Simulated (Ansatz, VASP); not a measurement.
Two plane-wave programs on Ge

The input INCAR:

```
ALGO = Normal
EDIFF = 1E-7
ENCUT = 520
GGA = PS
ISIF = 2
ISMEAR = 0
LASPH = True
LCHARG = False
LREAL = False
LWAVE = False
NBANDS = 21
NELM = 80
PREC = Accurate
SIGMA = 0.15
```

KPOINTS

```
k-points
0
Gamma
  24 24 24
```

Contents of POSCAR:

```
Ge
1.0
   -2.5630127546      2.5630127546      1.3966622730
    2.5630127546     -2.5630127546      1.3966622730
    2.5630127546      2.5630127546     -1.3966622730
Ge
2
Direct
    0.1828756838      0.6828756838      0.5000000000
    0.5671243162      0.5671243162      0.0000000000
```

Input for Ansatz:

```yaml
crystal:
  lattice:
    - [-2.5630127546, 2.5630127546, 1.396662273]
    - [2.5630127546, -2.5630127546, 1.396662273]
    - [2.5630127546, 2.5630127546, -1.396662273]
  atoms:
    - { symbol: Ge, position: [0.1828756838, 0.6828756838, 0.5] }
    - { symbol: Ge, position: [0.5671243162, 0.5671243162, 0.0] }
basis:
  ecutwfc: 420
kpoints:
  mp_grid: { grid: [24, 24, 24] }
hamiltonian:
  xc: pbesol
scf:
  occupations: { method: gaussian, width: 0.15 }
output:
  forces: true
  stress: true
  eigenvalues: true
```

Change from the starting cell: mode 4 (71.1 1/cm) frozen in, largest displacement +0.188 Å.

Alike in both runs: task single point; functional PBEsol; k mesh 24 × 24 × 24; occupations gaussian, width 0.15 eV; no spin polarisation.

|  | VASP | Ansatz |
| --- | --- | --- |
| version | VASP 6.6.1 | Ansatz 0.2.0 |
| potentials or method | VASP PAW PBE potentials, release 64 (Ge_d), cutoff 520 eV | scalar-relativistic, plane waves, PAW |
| valence electrons in the cell | 28 | 28 |

Ansatz gave:

- gap on the k mesh at the Fermi level (eV): none
- pressure (GPa): 0.2
- traceless stress, the component that is largest in VASP (GPa): 4.03
- rms of the force components (eV/Å): 0.087

Task: Which values does VASP return?

Result: gap on the k mesh at the Fermi level (eV): none; pressure (GPa): 0.2; traceless stress, the component that is largest in VASP (GPa): 3.99; rms of the force components (eV/Å): 0.087.

VASP's potentials were made for PBE, not for PBEsol. Atom by atom the forces differ by 0.000 eV/Å (rms over components). A gap of «none» marks a metal or a gap that the smearing closes. With one functional, cell and mesh, what is left measures potentials, basis and numerics.
